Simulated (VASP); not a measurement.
# Ta2Br3N (P6/mmm) in VASP: single point with PBE

Aim: the single point of Ta2Br3N with PBE.

Program: VASP 6.6.1. These are calculated values, not measurements. Logs are shortened: lines on timing, memory, paths and dates and some standing lists are left out, and cuts for length are marked.

## (1) The cell of the first run

It takes space group P6/mmm (No. 191, hexagonal). The conventional cell has a = 6.370 Å, b = 6.370 Å, c = 3.859 Å, α = 90.00°, β = 90.00°, γ = 120.00°. Ta (site symmetry -6m2) has 6 Br at 2.67 Å within 3.5 Å. Br (site symmetry mmm) has 4 Ta at 2.67 Å and 4 Br at 3.19 Å within 3.5 Å. Within 4.8 Å of N (site symmetry 6/mmm) lie 6 Ta at 3.68 Å and 12 Br at 3.72 Å and 2 N at 3.86 Å.

## (2) Single point, PBE

INCAR

```
SYSTEM = Ta2Br3N
  ALGO = Normal
  EDIFF = 1E-6
  ENCUT = 520
  GGA = PE
  ISIF = 2
  ISMEAR = 0
  LASPH = .True.
  LCHARG = .False.
  LREAL = .False.
  LWAVE = .False.
  NBANDS = 33
  NELM = 60
  PREC = Accurate
  SIGMA = 0.1
```

KPOINTS

```
k-points
0
Gamma
  3 3 4
  0 0 0
```

POSCAR

```
Ta2Br3N
1.0
    6.3704978400      0.0000000000      0.0000000000
   -3.1852489200      5.5170129600      0.0000000000
    0.0000000000      0.0000000000      3.8593576300
Ta Br N
2 3 1
Direct
    0.3333333300      0.6666666700      0.0000000000
    0.6666666700      0.3333333300      0.0000000000
    0.5000000000      0.0000000000      0.5000000000
    0.5000000000      0.5000000000      0.5000000000
    0.0000000000      0.5000000000      0.5000000000
    0.0000000000      0.0000000000      0.0000000000
```

Potentials or basis: VASP PAW PBE potentials, release 64 (Ta_pv, Br, N).

Launch:

```
> cat potpaw_PBE.64/Ta_pv/POTCAR potpaw_PBE.64/Br/POTCAR potpaw_PBE.64/N/POTCAR > POTCAR
> mpirun -np 1 vasp_std > vasp.out
```

OUTCAR:

```text
SYSTEM = Ta2Br3N
   EDIFF = 1E-6
   ENCUT = 520
   GGA = PE
   ISIF = 2
   ISMEAR = 0
   LASPH = .True.
   LREAL = .False.
   NELM = 60
   PREC = Accurate

 ion  position               nearest neighbor table
   1  0.333  0.667  0.000-   3 2.67   3 2.67   5 2.67   5 2.67   4 2.67   4 2.67
   2  0.667  0.333  0.000-   3 2.67   3 2.67   5 2.67   5 2.67   4 2.67   4 2.67
   3  0.500  0.000  0.500-   1 2.67   2 2.67   1 2.67   2 2.67
   4  0.500  0.500  0.500-   1 2.67   2 2.67   1 2.67   2 2.67
   5  0.000  0.500  0.500-   1 2.67   2 2.67   1 2.67   2 2.67
   6  0.000  0.000  0.000-

  LATTYP: Found a hexagonal cell.
 ALAT       =     6.3704978400
 C/A-ratio  =     0.6058172731

  Lattice vectors:

 A1 = (   6.3704978400,   0.0000000000,   0.0000000000)
 A2 = (  -3.1852489200,   5.5170129600,   0.0000000000)
 A3 = (   0.0000000000,   0.0000000000,   3.8593576300)

Analysis of symmetry for initial positions (statically):
=====================================================================
 Subroutine PRICEL returns:
 Original cell was already a primitive cell.

 Routine SETGRP: Setting up the symmetry group for a
 hexagonal supercell.

 Subroutine GETGRP returns: Found 24 space group operations
 (whereof 24 operations were pure point group operations)
 out of a pool of 24 trial point group operations.

The static configuration has the point symmetry D_6h.

Analysis of symmetry for dynamics (positions and initial velocities):
=====================================================================
 Subroutine PRICEL returns:
 Original cell was already a primitive cell.

 Routine SETGRP: Setting up the symmetry group for a
 hexagonal supercell.

 Subroutine GETGRP returns: Found 24 space group operations
 (whereof 24 operations were pure point group operations)
 out of a pool of 24 trial point group operations.

The dynamic configuration has the point symmetry D_6h.

 Subroutine INISYM returns: Found 24 space group operations
 (whereof 24 operations are pure point group operations),
 and found     1 'primitive' translations

----------------------------------------------------------------------------------------

                                     Primitive cell

  volume of cell :     135.6414

  direct lattice vectors                    reciprocal lattice vectors
     6.370497840  0.000000000  0.000000000     0.156973603  0.090628752  0.000000000
    -3.185248920  5.517012960  0.000000000     0.000000000  0.181257504  0.000000000
     0.000000000  0.000000000  3.859357630     0.000000000  0.000000000  0.259110478
[... 81 lines left out ...]
   NFREE  =      0    steps in history (QN), initial steepest desc. (CG)
   ISIF   =      2    stress and relaxation
   ISYM   =      2    0-nonsym 1-usesym 2-fastsym
   POTIM  = 0.5000    time-step for ionic-motion
   TEBEG  =    0.0;   TEEND  =   0.0 temperature during run
   PSTRESS=    0.0 pullay stress
   NELECT =      48.0000    total number of electrons
   NUPDOWN=      -1.0000    fix difference up-down
   EMIN   =  10.00;   EMAX   =-10.00  energy-range for DOS
   EFERMI =   0.00;   METHOD = LEGACY
   ISMEAR =     0;   SIGMA  =   0.10  broadening in eV -4-tet -1-fermi 0-gaus
   EFERMI_NEDOS =   21; number of points for ismear=-14 and -15
   IALGO  =     38    algorithm
   IMIX   =      4    mixing-type and parameters
     AMIX     =   0.40;   BMIX     =  1.00
     AMIX_MAG =   1.60;   BMIX_MAG =  1.00
  volume/ion in A,a.u.               =      22.61       152.56
  Fermi-wavevector in a.u.,A,eV,Ry     =   1.157953  2.188215 18.243457  1.340856
  Thomas-Fermi vector in A             =   2.294560
   LORBIT       =      0    0 simple, 1 ext, 2 COOP (PROOUT), +10 PAW based schemes
   GGA     = PE    functional components
   LHFCALC =     F    Hartree Fock is set to
   AEXX    =    0.0000 exact exchange contribution
   IVDW    =     0    specifies the selected vdW correction
   LEPSILON=     F    determine dielectric tensor
   LRPA    =     F    only Hartree local field effects (RPA)
 non-spin polarized calculation
 Gauss-broadening in eV      SIGMA  =   0.10
  energy-cutoff  :      520.00
  volume of cell :      135.64
 maximum number of plane-waves:      3674
 NGX is ok and might be reduce to    48
   NGX = 23   NGY = 23   NGZ = 15

 number of electron      48.0000017 magnetization

 Free energy of the ion-electron system (eV)
  ---------------------------------------------------
  ext. energy  EPLUGINS =         0.00000000
  ---------------------------------------------------
  free energy    TOTEN  =       -26.62874593 eV

  energy without entropy =      -26.56744696  energy(sigma->0) =      -26.59809644

 E-fermi :   4.0483     XC(G=0):  -9.8528

 val. band max:        4.0271675126   @ k =   0.3333   0.3333   0.0000
 cond. band min:       4.0523455653   @ k =   0.3333   0.0000   0.2500
 fundamental gap:      0.0251780527
 Fermi energy:         4.0483024238

 k-point     1 :       0.0000    0.0000    0.0000
  band No.  band energies     occupation
      1     -31.7647      2.00000
      2     -31.7647      2.00000
      3     -31.7502      2.00000
      4     -31.7335      2.00000
      5     -31.7117      2.00000
      6     -31.7117      2.00000
[... 313 lines left out ...]
     32       6.8244      0.00000
     33       6.8271      0.00000

------------------------ aborting loop because EDIFF is reached ----------------------------------------

  FORCE on cell =-STRESS in cart. coord.  units (eV):
  Direction    XX          YY          ZZ          XY          YZ          ZX
  --------------------------------------------------------------------------------------
  -------------------------------------------------------------------------------------
  Total       -3.4143659     -3.4143659      8.1451334      0.0000000     -0.0000000      0.0000000
  in kB      -40.3300018    -40.3300017     96.2091516      0.0000000     -0.0000000      0.0000000
  external PRESSURE =       5.1830494 kB  Pullay stress =       0.0000000 kB

 VOLUME and BASIS-vectors are now :
 -----------------------------------------------------------------------------
  energy-cutoff  :      520.00
  volume of cell :      135.64
      direct lattice vectors                 reciprocal lattice vectors
     6.370497840  0.000000000  0.000000000     0.156973603  0.090628752  0.000000000
    -3.185248920  5.517012960  0.000000000     0.000000000  0.181257504  0.000000000
     0.000000000  0.000000000  3.859357630     0.000000000  0.000000000  0.259110478

 POSITION                                       TOTAL-FORCE (eV/Angst)
 -----------------------------------------------------------------------------------
     -0.00000      3.67801      0.00000         0.000000      0.000000      0.000000
      3.18525      1.83900      0.00000         0.000000      0.000000     -0.000000
      3.18525      0.00000      1.92968         0.000000      0.000000      0.000000
      1.59262      2.75851      1.92968        -0.000000      0.000000      0.000000
     -1.59262      2.75851      1.92968         0.000000      0.000000      0.000000
      0.00000      0.00000      0.00000         0.000000      0.000000      0.000000
 -----------------------------------------------------------------------------------
    total drift:                               -0.000000      0.000000     -0.000000

  FREE ENERGIE OF THE ION-ELECTRON SYSTEM (eV)
  ---------------------------------------------------
  free  energy   TOTEN  =       -26.6287459271 eV

  energy  without entropy=      -26.5674469615  energy(sigma->0) =      -26.59809644
```

Wall time 81 s (1 thread of AMD EPYC 7R13 (Zen 3), shared host); peak memory 0.23 GiB.

What came out:

```
Free energy            : -26.6287 eV
Pressure               : 0.5 GPa
Band gap on the k mesh : zero (band 24 reaches 4.18 eV, above the bottom of band 25 at 3.89 eV)
```

Stress tensor (GPa, compression positive):
```
-4.03  0.00  0.00
 0.00 -4.03  0.00
 0.00  0.00  9.62
```

Caveat: the k points lie up to 0.41 Å⁻¹ apart; spin-orbit coupling is left out, which moves the levels of the heavy elements.
